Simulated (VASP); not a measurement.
# W (Fm-3m) in VASP: a series of runs

Aim: see how the results for W move with the level of theory and the settings. Levels: B3LYP, r2SCAN. Tasks: single point.

Everything below comes from runs of VASP 6.6.1. Logs are shortened: lines on timing, memory, paths and dates and some standing lists are left out, and cuts for length are marked.

### 1 The cell of the first run

It takes space group Fm-3m (No. 225, cubic). The conventional cell has a = 4.060 Å, b = 4.060 Å, c = 4.060 Å, α = 90.00°, β = 90.00°, γ = 90.00°. Within 3.8 Å of W (site symmetry m-3m) lie 12 W at 2.87 Å.

### 2 Single point, B3LYP

The input, POSCAR:

```
W
1.0
    0.0000000000      2.0300000000      2.0300000000
    2.0300000000      0.0000000000      2.0300000000
    2.0300000000      2.0300000000      0.0000000000
W
1
Direct
    0.0000000000      0.0000000000      0.0000000000
```

The input, INCAR.step1:

```
SYSTEM = W
PREC = Accurate ; ENCUT = 520
EDIFF = 1E-5 ; ISMEAR = -1
SIGMA = 0.05 ; LREAL = .FALSE.
LASPH = .TRUE. ; NELM = 100
ALGO = Normal ; ISIF = 2
LWAVE = .TRUE. ; LCHARG = .FALSE.
GGA = PE ; NBANDS = 13
```

The input, INCAR.step2:

```
SYSTEM = W
PREC = Accurate ; ENCUT = 520
EDIFF = 1E-7 ; ISMEAR = -1
SIGMA = 0.05 ; LREAL = .FALSE.
LASPH = .TRUE. ; NELM = 100
ALGO = Normal ; ISIF = 2
LWAVE = .FALSE. ; LCHARG = .FALSE.
GGA = B3 ; LHFCALC = .TRUE.
AEXX = 0.2 ; AGGAX = 0.72
AGGAC = 0.81 ; ALDAC = 0.19
PRECFOCK = Normal ; ISTART = 1
NBANDS = 13
```

The input, KPOINTS:

```
Automatic mesh
0
G
  6 6 6
  0 0 0
```

Potentials or basis: VASP PAW PBE potentials, release 64 (W_sv).

Run with:

```console
cat potpaw_PBE.64/W_sv/POTCAR > POTCAR
cp INCAR.step1 INCAR
mpirun -np 1 vasp_std > vasp.out
cp INCAR.step2 INCAR
mpirun -np 1 vasp_std > vasp.out
```

OUTCAR:

```text
SYSTEM = W
   PREC = Accurate
   ENCUT = 520
   EDIFF = 1E-7
   ISMEAR = -1
   LREAL = .FALSE.
   LASPH = .TRUE.
   NELM = 100
   ISIF = 2
   GGA = B3
   LHFCALC = .TRUE.
   AEXX = 0.2
   PRECFOCK = Normal
   ISTART = 1

 ion  position               nearest neighbor table
   1  0.000  0.000  0.000-

  LATTYP: Found a face centered cubic cell.
 ALAT       =     4.0600000000

  Lattice vectors:

 A1 = (   0.0000000000,   2.0300000000,   2.0300000000)
 A2 = (   2.0300000000,   0.0000000000,   2.0300000000)
 A3 = (   2.0300000000,   2.0300000000,   0.0000000000)

Analysis of symmetry for initial positions (statically):
=====================================================================
 Subroutine PRICEL returns:
 Original cell was already a primitive cell.

 Routine SETGRP: Setting up the symmetry group for a
 face centered cubic supercell.

 Subroutine GETGRP returns: Found 48 space group operations
 (whereof 48 operations were pure point group operations)
 out of a pool of 48 trial point group operations.

The static configuration has the point symmetry O_h .

Analysis of symmetry for dynamics (positions and initial velocities):
=====================================================================
 Subroutine PRICEL returns:
 Original cell was already a primitive cell.

 Routine SETGRP: Setting up the symmetry group for a
 face centered cubic supercell.

 Subroutine GETGRP returns: Found 48 space group operations
 (whereof 48 operations were pure point group operations)
 out of a pool of 48 trial point group operations.

The dynamic configuration has the point symmetry O_h .

 Subroutine INISYM returns: Found 48 space group operations
 (whereof 48 operations are pure point group operations),
 and found     1 'primitive' translations

----------------------------------------------------------------------------------------

                                     Primitive cell

  volume of cell :      16.7309

  direct lattice vectors                    reciprocal lattice vectors
     0.000000000  2.030000000  2.030000000    -0.246305419  0.246305419  0.246305419
     2.030000000  0.000000000  2.030000000     0.246305419 -0.246305419  0.246305419
     2.030000000  2.030000000  0.000000000     0.246305419  0.246305419 -0.246305419

  length of vectors
     2.870853532  2.870853532  2.870853532     0.426613499  0.426613499  0.426613499

  position of ions in fractional coordinates (direct lattice)
     0.000000000  0.000000000  0.000000000

  ion indices of the primitive-cell ions
   primitive index   ion index
                 1           1

----------------------------------------------------------------------------------------

 KPOINTS: Automatic mesh

Automatic generation of k-mesh.
 Grid dimensions read from file:
 generate k-points for:    6    6    6

 Generating k-lattice:

  Cartesian coordinates                     Fractional coordinates (reciprocal lattice)
    -0.041050903  0.041050903  0.041050903     0.166666667  0.000000000  0.000000000
     0.041050903 -0.041050903  0.041050903     0.000000000  0.166666667  0.000000000
     0.041050903  0.041050903 -0.041050903     0.000000000  0.000000000  0.166666667

  Length of vectors
     0.071102250  0.071102250  0.071102250

  Shift w.r.t. Gamma in fractional coordinates (k-lattice)
     0.000000000  0.000000000  0.000000000

 Subroutine IBZKPT returns following result:
 ===========================================

 Found     16 irreducible k-points:

 Following reciprocal coordinates:
            Coordinates               Weight
  0.000000  0.000000  0.000000      1.000000
  0.166667  0.000000  0.000000      8.000000
  0.333333  0.000000  0.000000      8.000000
  0.500000  0.000000  0.000000      4.000000
  0.166667  0.166667  0.000000      6.000000
  0.333333  0.166667  0.000000     24.000000
[... 8 lines left out ...]
 -0.333333  0.333333  0.166667     24.000000
 -0.333333  0.500000  0.166667     12.000000
   k-points           NKPTS =     16   k-points in BZ     NKDIM =    216   number of bands    NBANDS=     13
   number of dos      NEDOS =    301   number of ions     NIONS =      1
   total plane-waves  NPLWV =  13824
   dimension x,y,z NGX =    24 NGY =   24 NGZ =   24
   dimension x,y,z NGXF=    48 NGYF=   48 NGZF=   48
   ions per type =               1
   NGX,Y,Z   is equivalent  to a cutoff of  13.90, 13.90, 13.90 a.u.
   NGXF,Y,Z  is equivalent  to a cutoff of  27.80, 27.80, 27.80 a.u.
 SYSTEM =  W
   PREC   = accura    normal or accurate (medium, high low for compatibility)
   ISTART =      1    job   : 0-new  1-cont  2-samecut
   ICHARG =      0    charge: 1-file 2-atom 10-const
   ISPIN  =      1    spin polarized calculation?
   LNONCOLLINEAR =      F non collinear calculations
   LSORBIT =      F    spin-orbit coupling
   LASPH  =      T    aspherical Exc in radial PAW
   ENCUT  =  520.0 eV  38.22 Ry    6.18 a.u.   5.34  5.34  5.34*2*pi/ulx,y,z
   NELM   =    100;   NELMIN=  2; NELMDL=  0     # of ELM steps
   EDIFF  = 0.1E-06   stopping-criterion for ELM
   LREAL  =      F    real-space projection
   EDIFFG = 0.1E-05   stopping-criterion for IOM
   NSW    =      0    number of steps for IOM
   IBRION =     -1    ionic relax: 0-MD 1-quasi-New 2-CG
   NFREE  =      0    steps in history (QN), initial steepest desc. (CG)
   ISIF   =      2    stress and relaxation
   ISYM   =      3    0-nonsym 1-usesym 2-fastsym
   POTIM  = 0.5000    time-step for ionic-motion
   TEBEG  =    0.0;   TEEND  =   0.0 temperature during run
   PSTRESS=    0.0 pullay stress
   NELECT =      14.0000    total number of electrons
   NUPDOWN=      -1.0000    fix difference up-down
   EMIN   =  10.00;   EMAX   =-10.00  energy-range for DOS
   EFERMI =   0.00;   METHOD = LEGACY
   ISMEAR =    -1;   SIGMA  =   0.05  broadening in eV -4-tet -1-fermi 0-gaus
   EFERMI_NEDOS =   21; number of points for ismear=-14 and -15
   IALGO  =     38    algorithm
   IMIX   =      1    mixing-type and parameters
     AMIX     =   0.40;   BMIX     =  1.00
     AMIX_MAG =   1.60;   BMIX_MAG =  1.00
  volume/ion in A,a.u.               =      16.73       112.91
  Fermi-wavevector in a.u.,A,eV,Ry     =   1.542688  2.915258 32.380324  2.379887
  Thomas-Fermi vector in A             =   2.648457
   LORBIT       =      0    0 simple, 1 ext, 2 COOP (PROOUT), +10 PAW based schemes
   GGA     = B3    functional components
   LHFCALC =     T    Hartree Fock is set to
   PRECFOCK=normal    Normal, Fast or Accurate (Low or Medium for compatibility)
   ENCUT4O =  -1.0   cutoff for four orbital integrals eV
   NKREDX  =     1    reduce k-point grid by
   NKREDY  =     1    reduce k-point grid by
   NKREDZ  =     1    reduce k-point grid by
   AEXX    =    0.2000 exact exchange contribution
   HFSCREEN=    0.0000 screening length (either q_TF or 0.3 A-1)
   HFSCREENC=   0.0000 screening length for correlation (either q_TF or 0.3 A-1)
   ENCUTFOCK=  -1.0 apply spherical cutoff to Coloumb kernel
   IVDW    =     0    specifies the selected vdW correction
   LEPSILON=     F    determine dielectric tensor
   LRPA    =     F    only Hartree local field effects (RPA)
 non-spin polarized calculation
  energy-cutoff  :      520.00
  volume of cell :       16.73
 maximum number of plane-waves:       464
 NGX is ok and might be reduce to    24
  NGX = 18; NGY = 18; NGZ = 18

 number of electron      14.0000002 magnetization

 Free energy of the ion-electron system (eV)
  ---------------------------------------------------
  ext. energy  EPLUGINS =         0.00000000
  ---------------------------------------------------
  free energy    TOTEN  =       -13.40602081 eV

  energy without entropy =      -13.40281750  energy(sigma->0) =      -13.40441916

 E-fermi :  10.4463     XC(G=0): -10.6123

 val. band max:       10.3264084500   @ k =   0.5000   0.3333   0.0000
 cond. band min:      10.8602697134   @ k =   0.3333   0.3333   0.0000
 fundamental gap:      0.5338612633
 Fermi energy:        10.4462740266

 k-point     1 :       0.0000    0.0000    0.0000
  band No.  band energies     occupation
      1     -66.6554      2.00000
      2     -29.2682      2.00000
      3     -29.2682      2.00000
      4     -29.2682      2.00000
      5       0.4017      2.00000
      6       9.4315      2.00000
      7       9.4315      2.00000
      8       9.4315      2.00000
      9      13.6914      0.00000
     10      13.6914      0.00000
     11      24.2544      0.00000
     12      29.7189      0.00000
     13      29.7189      0.00000

 k-point     2 :       0.1667    0.0000    0.0000
  band No.  band energies     occupation
      1     -66.6265      2.00000
      2     -29.5950      2.00000
      3     -29.3095      2.00000
      4     -29.3095      2.00000
      5       1.6161      2.00000
      6       8.6423      2.00000
      7       9.9622      1.99988
      8       9.9622      1.99988
      9      13.3658      0.00000
     10      13.3658      0.00000
     11      25.9177      0.00000
     12      27.1825      0.00000
     13      31.8918      0.00000

 k-point     3 :       0.3333    0.0000    0.0000
  band No.  band energies     occupation
      1     -66.5683      2.00000
      2     -30.2116      2.00000
      3     -29.3891      2.00000
      4     -29.3891      2.00000
      5       3.6196      2.00000
      6       8.7865      2.00000
      7       9.7834      2.00000
      8       9.7834      2.00000
      9      14.6285      0.00000
     10      14.6285      0.00000
     11      23.2656      0.00000
     12      27.0014      0.00000
     13      33.5198      0.00000
[... 177 lines left out ...]
 k-point    15 :      -0.3333    0.3333    0.1667
  band No.  band energies     occupation
      1     -66.5101      2.00000
      2     -30.2229      2.00000
      3     -29.9140      2.00000
      4     -29.6069      2.00000
      5       6.5657      2.00000
      6       6.7210      2.00000
      7       8.3047      2.00000
      8      12.3905      0.00000
      9      15.5485      0.00000
     10      20.2259      0.00000
     11      20.4450      0.00000
     12      26.4300      0.00000
     13      27.6665      0.00000

 k-point    16 :      -0.3333    0.5000    0.1667
  band No.  band energies     occupation
      1     -66.5006      2.00000
      2     -30.2473      2.00000
      3     -29.8860      2.00000
      4     -29.7203      2.00000
      5       5.4905      2.00000
      6       6.2457      2.00000
      7       9.6437      2.00000
      8      13.4125      0.00000
      9      16.7730      0.00000
     10      20.3935      0.00000
     11      21.6269      0.00000
     12      22.9454      0.00000
     13      26.6538      0.00000

------------------------ aborting loop because EDIFF is reached ----------------------------------------

  FORCE on cell =-STRESS in cart. coord.  units (eV):
  Direction    XX          YY          ZZ          XY          YZ          ZX
  --------------------------------------------------------------------------------------
  -------------------------------------------------------------------------------------
  Total        0.0801003      0.0801003      0.0801003     -0.0000000      0.0000000     -0.0000000
  in kB        7.6705529      7.6705529      7.6705529     -0.0000000      0.0000000     -0.0000000
  external PRESSURE =       7.6705529 kB  Pullay stress =       0.0000000 kB

 VOLUME and BASIS-vectors are now :
 -----------------------------------------------------------------------------
  energy-cutoff  :      520.00
  volume of cell :       16.73
      direct lattice vectors                 reciprocal lattice vectors
     0.000000000  2.030000000  2.030000000    -0.246305419  0.246305419  0.246305419
     2.030000000  0.000000000  2.030000000     0.246305419 -0.246305419  0.246305419
     2.030000000  2.030000000  0.000000000     0.246305419  0.246305419 -0.246305419

 POSITION                                       TOTAL-FORCE (eV/Angst)
 -----------------------------------------------------------------------------------
      0.00000      0.00000      0.00000         0.000000     -0.000000      0.000000
 -----------------------------------------------------------------------------------
    total drift:                                0.000000     -0.000000      0.000000

  FREE ENERGIE OF THE ION-ELECTRON SYSTEM (eV)
  ---------------------------------------------------
  free  energy   TOTEN  =       -13.4060208146 eV

  energy  without entropy=      -13.4028175038  energy(sigma->0) =      -13.40441916
```

Run time: 18 min. Hardware: 1 thread of Intel Xeon Platinum 8559C (Emerald Rapids), shared host; peak memory 0.16 GiB.

What came out:

| Quantity | Value |
| --- | --- |
| Free energy | -13.4060 eV |
| Pressure | 0.8 GPa |
| Band gap on the k mesh | zero (band 7 reaches 13.78 eV, above the bottom of band 8 at 9.43 eV) |

Caveat: the k points lie up to 0.45 Å⁻¹ apart; the PAW data sets were made with another functional, which shifts forces and pressure a little; spin-orbit coupling is left out, which moves the levels of the heavy elements.

### 3 Single point, r2SCAN (volume scaled by 0.94)

The input, POSCAR:

```
W
1.0
    0.0000000000      1.9885598007      1.9885598007
    1.9885598007      0.0000000000      1.9885598007
    1.9885598007      1.9885598007      0.0000000000
W
1
Direct
    0.0000000000      0.0000000000      0.0000000000
```

The input, INCAR.step1:

```
SYSTEM = W
PREC = Accurate ; ENCUT = 550
ISMEAR = -1 ; SIGMA = 0.05
LREAL = .False. ; LASPH = .True.
NELM = 120 ; NBANDS = 13
GGA = PE ; ALGO = Normal
EDIFF = 1E-5 ; LWAVE = .True.
LCHARG = .False. ; GGA_COMPAT = .False.
```

The input, INCAR.step2:

```
SYSTEM = W
PREC = Accurate ; ENCUT = 550
EDIFF = 1E-6 ; ISMEAR = -1
SIGMA = 0.05 ; LREAL = .False.
LASPH = .True. ; NELM = 120
ALGO = Normal ; ISIF = 2
LWAVE = .False. ; LCHARG = .False.
METAGGA = R2SCAN ; LMIXTAU = .True.
NBANDS = 13 ; ISTART = 1
GGA_COMPAT = .False.
```

The input, KPOINTS:

```
Automatic mesh
0
Gamma
  11 11 11
  0 0 0
```

Potentials or basis: VASP PAW PBE potentials, release 64 (W_sv).

Run with:

```console
cat potpaw_PBE.64/W_sv/POTCAR > POTCAR
cp INCAR.step1 INCAR
mpirun -np 1 vasp_std > vasp.out
cp INCAR.step2 INCAR
mpirun -np 1 vasp_std > vasp.out
```

It took 18 s on 1 thread of Intel Xeon 6975P-C (Granite Rapids), shared host; peak memory 0.14 GiB.

Results (log left out):

```
Free energy            : -50.7920 eV
Pressure               : 10.6 GPa
Band gap on the k mesh : zero (band 7 reaches 13.81 eV, above the bottom of band 8 at 10.29 eV)
```

Levels at points of the mesh, in eV from the Fermi level:
| k point | band 4 | band 5 | band 6 | band 7 | band 8 | band 9 | band 10 | band 11 |
| --- | --- | --- | --- | --- | --- | --- | --- | --- |
| (0.00, 0.00, 0.00) | -38.40 | -9.71 | -0.65 | -0.65 | -0.65 | 2.94 | 2.94 | 13.41 |

Caveat: the PAW data sets were made with another functional, which shifts forces and pressure a little; spin-orbit coupling is left out, which moves the levels of the heavy elements.

### 4 Single point, r2SCAN (volume scaled by 0.96)

The input, POSCAR:

```
W
1.0
    0.0000000000      2.0025642044      2.0025642044
    2.0025642044      0.0000000000      2.0025642044
    2.0025642044      2.0025642044      0.0000000000
W
1
Direct
    0.0000000000      0.0000000000      0.0000000000
```

The input, INCAR.step1:

```
SYSTEM = W
  PREC = Accurate
  ENCUT = 550
  ISMEAR = -1
  SIGMA = 0.05
  LREAL = .FALSE.
  LASPH = .TRUE.
  NELM = 120
  NBANDS = 13
  GGA = PE
  ALGO = Normal
  EDIFF = 1E-5
  LWAVE = .TRUE.
  LCHARG = .FALSE.
  GGA_COMPAT = .FALSE.
```

The input, INCAR.step2:

```
SYSTEM = W
  PREC = Accurate
  ENCUT = 550
  EDIFF = 1E-6
  ISMEAR = -1
  SIGMA = 0.05
  LREAL = .FALSE.
  LASPH = .TRUE.
  NELM = 120
  ALGO = Normal
  ISIF = 2
  LWAVE = .FALSE.
  LCHARG = .FALSE.
  METAGGA = R2SCAN
  LMIXTAU = .TRUE.
  NBANDS = 13
  ISTART = 1
  GGA_COMPAT = .FALSE.
```

The input, KPOINTS:

```
Automatic mesh
0
G
  11 11 11
  0 0 0
```

Run with:

```console
cat potpaw_PBE.64/W_sv/POTCAR > POTCAR
cp INCAR.step1 INCAR
mpirun -np 1 vasp_std > vasp.out
cp INCAR.step2 INCAR
mpirun -np 1 vasp_std > vasp.out
```

Run time: 18 s. Hardware: 1 thread of Intel Xeon 6975P-C (Granite Rapids), shared host; peak memory 0.15 GiB.

It converged, with:

```
Free energy            : -50.8067 eV
Pressure               : 3.5 GPa
Band gap on the k mesh : zero (band 7 reaches 13.39 eV, above the bottom of band 8 at 10.02 eV)
```

Levels at points of the mesh, in eV from the Fermi level:
| k point | band 4 | band 5 | band 6 | band 7 | band 8 | band 9 | band 10 | band 11 |
| --- | --- | --- | --- | --- | --- | --- | --- | --- |
| (0.00, 0.00, 0.00) | -38.49 | -9.61 | -0.63 | -0.63 | -0.63 | 2.86 | 2.86 | 13.37 |

Caveat: the PAW data sets were made with another functional, which shifts forces and pressure a little; spin-orbit coupling is left out, which moves the levels of the heavy elements.

### 5 Summary

```tsv
level	cell	k mesh	cutoff (eV)	grid for exact exchange (PRECFOCK)	gap on the mesh (eV)	pressure (GPa)
B3LYP	a = 2.871 Å, angles 60.0°, 1 atom	6 × 6 × 6	520	Normal	none	0.8
r2SCAN	a = 2.812 Å, angles 60.0°, 1 atom	11 × 11 × 11	550	-	none	10.6
r2SCAN	a = 2.832 Å, angles 60.0°, 1 atom	11 × 11 × 11	550	-	none	3.5
```

Alike in all rows: task single point; potentials or basis VASP PAW PBE potentials, release 64 (W_sv); no spin polarisation; smearing fermi-dirac 0.05 eV.

Caveats: some runs use coarse meshes; the PAW data sets were made with another functional, which shifts forces and pressure a little; spin-orbit coupling is left out, which moves the levels of the heavy elements.

Total energies depend on the potentials used, so only differences within one code and one set of settings carry meaning.
